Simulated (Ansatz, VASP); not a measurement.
# Two plane-wave programs on BeS

File INCAR:

```
PREC = Accurate ; ENCUT = 520
EDIFF = 1E-6 ; ISMEAR = 0
SIGMA = 0.05 ; LREAL = False
LASPH = True ; NELM = 60
ALGO = Normal ; ISIF = 2
LWAVE = False ; LCHARG = False
GGA = PE ; NBANDS = 11
```

File KPOINTS:

```
Automatic mesh
0
Gamma
  8 8 8
```

POSCAR

```
BeS
1.0
    0.0000000000      2.4977500000      2.4977500000
    2.4977500000      0.0000000000      2.4977500000
    2.4977500000      2.4977500000      0.0000000000
Be S
1 1
Direct
    0.0000000000      0.0000000000      0.0000000000
    0.7500000000      0.7500000000      0.7500000000
```

Input for Ansatz:

```yaml
crystal:
  lattice:
    - [0.0, 2.49775, 2.49775]
    - [2.49775, 0.0, 2.49775]
    - [2.49775, 2.49775, 0.0]
  atoms:
    - { symbol: Be, position: [0.0, 0.0, 0.0] }
    - { symbol: S, position: [0.75, 0.75, 0.75] }
basis:
  ecutwfc: 420
kpoints:
  mp_grid: { grid: [8, 8, 8] }
hamiltonian:
  xc: pbe
scf:
  occupations: { method: gaussian, width: 0.05 }
output:
  forces: true
  stress: true
  eigenvalues: true
```

Change from the starting cell: strain +0.030 along x and y, +0.030 along z, atoms carried along.

Alike in both runs: task single point; functional PBE; k mesh 8 × 8 × 8; occupations gaussian, width 0.05 eV; no spin polarisation.

|  | VASP | Ansatz |
| --- | --- | --- |
| version | VASP 6.6.1 | Ansatz 0.2.0 |
| potentials or method | VASP PAW PBE potentials, release 64 (Be, S), cutoff 520 eV | scalar-relativistic, plane waves, PAW |
| valence electrons in the cell | 8 | 8 |

```tsv
	VASP	Ansatz	Ansatz less VASP
gap on the k mesh at the Fermi level (eV)	3.29	3.29	-0.001
least direct gap on the mesh (eV)	5.16	5.16	+0.002
pressure (GPa)	-5.9	-5.9	-0.01
```
